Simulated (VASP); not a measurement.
# MgO (P1) in VASP: single point with PBE

Aim: the single point of MgO with PBE.

All numbers are computed with VASP 6.6.1; they aren't measurements. Logs are shortened: lines on timing, memory, paths and dates and some standing lists are left out, and cuts for length are marked.

## Step 1: The cell of the first run

The typed cell holds 8 atoms: a = 4.210 Å, b = 4.210 Å, c = 4.210 Å, α = 90.00°, β = 90.00°, γ = 90.00°.

## Step 2: Single point, PBE

The input, INCAR:

```
ALGO = Normal ; EDIFF = 1E-6
ENCUT = 600 ; GGA = PE
GGA_COMPAT = F ; ISIF = 2
ISMEAR = 0 ; ISYM = 0
LASPH = T ; LCHARG = F
LREAL = F ; LWAVE = F
NBANDS = 26 ; NELM = 120
PREC = Accurate ; SIGMA = 0.01
```

The input, KPOINTS:

```
Automatic mesh
0
Gamma
  1 1 1
  0.5 0.5 0.5
```

The input, POSCAR:

```
MgO
1.0
    4.2100000000      0.0000000000      0.0000000000
    0.0000000000      4.2100000000      0.0000000000
    0.0000000000      0.0000000000      4.2100000000
O Mg
4 4
Direct
    0.5019002400      0.0011401400      0.0008551100
    0.5000000000      0.5000000000      0.5000000000
    0.0000000000      0.0000000000      0.5000000000
    0.0000000000      0.5000000000      0.0000000000
    0.0000000000      0.0000000000      0.0000000000
    0.0000000000      0.5000000000      0.5000000000
    0.5000000000      0.0000000000      0.5000000000
    0.5000000000      0.5000000000      0.0000000000
```

Potentials or basis: VASP PAW PBE potentials, release 64 (O, Mg).

On the command line:

```console
cat potpaw_PBE.64/O/POTCAR potpaw_PBE.64/Mg/POTCAR > POTCAR
mpirun -np 1 vasp_std > vasp.out
```

OUTCAR:

```text
EDIFF = 1E-6
   ENCUT = 600
   GGA = PE
   ISIF = 2
   ISMEAR = 0
   ISYM = 0
   LASPH = T
   LREAL = F
   NELM = 120
   PREC = Accurate

 ion  position               nearest neighbor table
   1  0.502  0.001  0.001-   5 2.10   8 2.10   7 2.10   7 2.11   8 2.11   5 2.11
   2  0.500  0.500  0.500-   6 2.10   7 2.10   8 2.10   8 2.10   7 2.10   6 2.10
   3  0.000  0.000  0.500-   5 2.10   6 2.10   7 2.10   5 2.10   6 2.10   7 2.10
   4  0.000  0.500  0.000-   5 2.10   6 2.10   8 2.10   6 2.10   5 2.10   8 2.10
   5  0.000  0.000  0.000-   1 2.10   3 2.10   4 2.10   3 2.10   4 2.10   1 2.11   8 2.98   6 2.98
                             6 2.98   7 2.98   7 2.98   6 2.98   8 2.98   6 2.98   7 2.98   8 2.98
   6  0.000  0.500  0.500-   2 2.10   3 2.10   4 2.10   4 2.10   3 2.10   2 2.10   5 2.98   5 2.98
                             8 2.98   7 2.98   5 2.98   7 2.98   5 2.98   8 2.98   7 2.98   8 2.98
   7  0.500  0.000  0.500-   1 2.10   2 2.10   3 2.10   2 2.10   3 2.10   1 2.11   8 2.98   5 2.98
                             8 2.98   5 2.98   6 2.98   8 2.98   8 2.98   6 2.98   5 2.98   6 2.98
   8  0.500  0.500  0.000-   1 2.10   2 2.10   4 2.10   2 2.10   4 2.10   1 2.11   7 2.98   5 2.98
                             6 2.98   7 2.98   5 2.98   7 2.98   7 2.98   6 2.98   5 2.98   6 2.98

IMPORTANT INFORMATION: All symmetrisations will be switched off!
NOSYMM: (Re-)initialisation of all symmetry stuff for point group C_1.

----------------------------------------------------------------------------------------

                                     Primitive cell

  volume of cell :      74.6185

  direct lattice vectors                    reciprocal lattice vectors
     4.210000000  0.000000000  0.000000000     0.237529691  0.000000000  0.000000000
     0.000000000  4.210000000  0.000000000     0.000000000  0.237529691  0.000000000
     0.000000000  0.000000000  4.210000000     0.000000000  0.000000000  0.237529691

  length of vectors
     4.210000000  4.210000000  4.210000000     0.237529691  0.237529691  0.237529691

  position of ions in fractional coordinates (direct lattice)
     0.501900240  0.001140140  0.000855110
     0.500000000  0.500000000  0.500000000
     0.000000000  0.000000000  0.500000000
     0.000000000  0.500000000  0.000000000
     0.000000000  0.000000000  0.000000000
     0.000000000  0.500000000  0.500000000
     0.500000000  0.000000000  0.500000000
     0.500000000  0.500000000  0.000000000

  ion indices of the primitive-cell ions
   primitive index   ion index
                 1           1
                 2           2
                 3           3
                 4           4
                 5           5
                 6           6
                 7           7
                 8           8

----------------------------------------------------------------------------------------

 KPOINTS: Automatic mesh

Automatic generation of k-mesh.
 Grid dimensions read from file:
 generate k-points for:    1    1    1

 Generating k-lattice:

  Cartesian coordinates                     Fractional coordinates (reciprocal lattice)
     0.237529691  0.000000000  0.000000000     1.000000000  0.000000000  0.000000000
     0.000000000  0.237529691  0.000000000     0.000000000  1.000000000  0.000000000
     0.000000000  0.000000000  0.237529691     0.000000000  0.000000000  1.000000000

  Length of vectors
     0.237529691  0.237529691  0.237529691

  Shift w.r.t. Gamma in fractional coordinates (k-lattice)
     0.500000000  0.500000000  0.500000000

 Subroutine IBZKPT returns following result:
 ===========================================

 Found      1 irreducible k-points:

 Following reciprocal coordinates:
            Coordinates               Weight
  0.500000  0.500000  0.500000      1.000000
   k-points           NKPTS =      1   k-points in BZ     NKDIM =      1   number of bands    NBANDS=     26
   number of dos      NEDOS =    301   number of ions     NIONS =      8
   total plane-waves  NPLWV =  46656
   dimension x,y,z NGX =    36 NGY =   36 NGZ =   36
   dimension x,y,z NGXF=    72 NGYF=   72 NGZF=   72
   ions per type =               4   4
   NGX,Y,Z   is equivalent  to a cutoff of  14.22, 14.22, 14.22 a.u.
   NGXF,Y,Z  is equivalent  to a cutoff of  28.43, 28.43, 28.43 a.u.
 SYSTEM =  unknown system
   PREC   = accura    normal or accurate (medium, high low for compatibility)
   ISTART =      0    job   : 0-new  1-cont  2-samecut
   ICHARG =      2    charge: 1-file 2-atom 10-const
   ISPIN  =      1    spin polarized calculation?
   LNONCOLLINEAR =      F non collinear calculations
   LSORBIT =      F    spin-orbit coupling
   LASPH  =      T    aspherical Exc in radial PAW
   ENCUT  =  600.0 eV  44.10 Ry    6.64 a.u.   8.41  8.41  8.41*2*pi/ulx,y,z
   NELM   =    120;   NELMIN=  2; NELMDL= -5     # of ELM steps
   EDIFF  = 0.1E-05   stopping-criterion for ELM
   LREAL  =      F    real-space projection
   EDIFFG = 0.1E-04   stopping-criterion for IOM
   NSW    =      0    number of steps for IOM
   IBRION =     -1    ionic relax: 0-MD 1-quasi-New 2-CG
   NFREE  =      0    steps in history (QN), initial steepest desc. (CG)
   ISIF   =      2    stress and relaxation
   ISYM   =      0    0-nonsym 1-usesym 2-fastsym
   POTIM  = 0.5000    time-step for ionic-motion
   TEBEG  =    0.0;   TEEND  =   0.0 temperature during run
   PSTRESS=    0.0 pullay stress
   NELECT =      32.0000    total number of electrons
   NUPDOWN=      -1.0000    fix difference up-down
   EMIN   =  10.00;   EMAX   =-10.00  energy-range for DOS
   EFERMI =   0.00;   METHOD = LEGACY
   ISMEAR =     0;   SIGMA  =   0.01  broadening in eV -4-tet -1-fermi 0-gaus
   EFERMI_NEDOS =   21; number of points for ismear=-14 and -15
   IALGO  =     38    algorithm
   IMIX   =      4    mixing-type and parameters
     AMIX     =   0.40;   BMIX     =  1.00
     AMIX_MAG =   1.60;   BMIX_MAG =  1.00
  volume/ion in A,a.u.               =       9.33        62.94
  Fermi-wavevector in a.u.,A,eV,Ry     =   1.234552  2.332965 20.736894  1.524119
  Thomas-Fermi vector in A             =   2.369237
   LORBIT       =      0    0 simple, 1 ext, 2 COOP (PROOUT), +10 PAW based schemes
   GGA     = PE    functional components
   LHFCALC =     F    Hartree Fock is set to
   AEXX    =    0.0000 exact exchange contribution
   IVDW    =     0    specifies the selected vdW correction
   LEPSILON=     F    determine dielectric tensor
   LRPA    =     F    only Hartree local field effects (RPA)
 non-spin polarized calculation
 Gauss-broadening in eV      SIGMA  =   0.01
  energy-cutoff  :      600.00
  volume of cell :       74.62
 maximum number of plane-waves:      2440
 NGX is ok and might be reduce to    32
   NGX = 17   NGY = 17   NGZ = 17

 number of electron      32.0000021 magnetization

 Free energy of the ion-electron system (eV)
  ---------------------------------------------------
  ext. energy  EPLUGINS =         0.00000000
  ---------------------------------------------------
  free energy    TOTEN  =       -47.04024864 eV

  energy without entropy =      -47.04024864  energy(sigma->0) =      -47.04024864

 E-fermi :   3.0017     XC(G=0): -10.9940

 val. band max:        2.8953914708   @ k =   0.5000   0.5000   0.5000
 cond. band min:      11.2444112787   @ k =   0.5000   0.5000   0.5000
 fundamental gap:      8.3490198078
 Fermi energy:         3.0017239378

 k-point     1 :       0.5000    0.5000    0.5000
  band No.  band energies     occupation
      1     -12.4205      2.00000
      2     -12.4205      2.00000
      3     -12.4204      2.00000
      4     -12.4204      2.00000
      5      -1.1995      2.00000
      6      -1.1995      2.00000
      7      -1.1995      2.00000
      8      -1.1994      2.00000
      9       2.8952      2.00000
     10       2.8952      2.00000
     11       2.8952      2.00000
     12       2.8953      2.00000
     13       2.8953      2.00000
     14       2.8953      2.00000
     15       2.8954      2.00000
     16       2.8954      2.00000
     17      11.2444      0.00000
     18      11.2451      0.00000
     19      11.2451      0.00000
     20      11.2452      0.00000
     21      16.1233      0.00000
     22      16.1237      0.00000
     23      16.1241      0.00000
     24      16.1246      0.00000
     25      19.5369      0.00000
     26      19.5371      0.00000

------------------------ aborting loop because EDIFF is reached ----------------------------------------

  FORCE on cell =-STRESS in cart. coord.  units (eV):
  Direction    XX          YY          ZZ          XY          YZ          ZX
  --------------------------------------------------------------------------------------
  -------------------------------------------------------------------------------------
  Total       -0.3249002     -0.3260526     -0.3263348      0.0000212      0.0000070      0.0000148
  in kB       -6.9761259     -7.0008702     -7.0069289      0.0004542      0.0001497      0.0003188
  external PRESSURE =      -6.9946417 kB  Pullay stress =       0.0000000 kB

 VOLUME and BASIS-vectors are now :
 -----------------------------------------------------------------------------
  energy-cutoff  :      600.00
  volume of cell :       74.62
      direct lattice vectors                 reciprocal lattice vectors
     4.210000000  0.000000000  0.000000000     0.237529691  0.000000000  0.000000000
     0.000000000  4.210000000  0.000000000     0.000000000  0.237529691  0.000000000
     0.000000000  0.000000000  4.210000000     0.000000000  0.000000000  0.237529691

 POSITION                                       TOTAL-FORCE (eV/Angst)
 -----------------------------------------------------------------------------------
      2.11300      0.00480      0.00360        -0.085587     -0.051344     -0.038510
      2.10500      2.10500      2.10500        -0.020331      0.015316      0.011488
      0.00000      0.00000      2.10500         0.025526     -0.012199      0.011489
      0.00000      2.10500      0.00000         0.025528      0.015318     -0.009149
      0.00000      0.00000      0.00000         0.011279      0.013086      0.009815
      0.00000      2.10500      2.10500        -0.000040     -0.000024     -0.000017
      2.10500      0.00000      2.10500         0.021813      0.013088      0.005068
      2.10500      2.10500      0.00000         0.021812      0.006759      0.009816
 -----------------------------------------------------------------------------------
    total drift:                               -0.000256     -0.000156     -0.000120

  FREE ENERGIE OF THE ION-ELECTRON SYSTEM (eV)
  ---------------------------------------------------
  free  energy   TOTEN  =       -47.0402486415 eV

  energy  without entropy=      -47.0402486415  energy(sigma->0) =      -47.04024864
```

It took 6 s on 1 thread of Intel Xeon 6975P-C (Granite Rapids), shared host; peak memory 0.19 GiB.

Results:

```
Free energy            : -47.0402 eV
Pressure               : -0.7 GPa
Largest force          : 0.107 eV/Å
Band gap on the k mesh : 8.35 eV
```

Forces on the atoms (eV/Å):
```
O   -0.086 -0.051 -0.039
O   -0.020  0.015  0.011
O    0.026 -0.012  0.011
O    0.026  0.015 -0.009
Mg   0.011  0.013  0.010
Mg   0.000  0.000  0.000
Mg   0.022  0.013  0.005
Mg   0.022  0.007  0.010
```

Caveat: the k points lie up to 1.49 Å⁻¹ apart. A k mesh can miss the band edges.
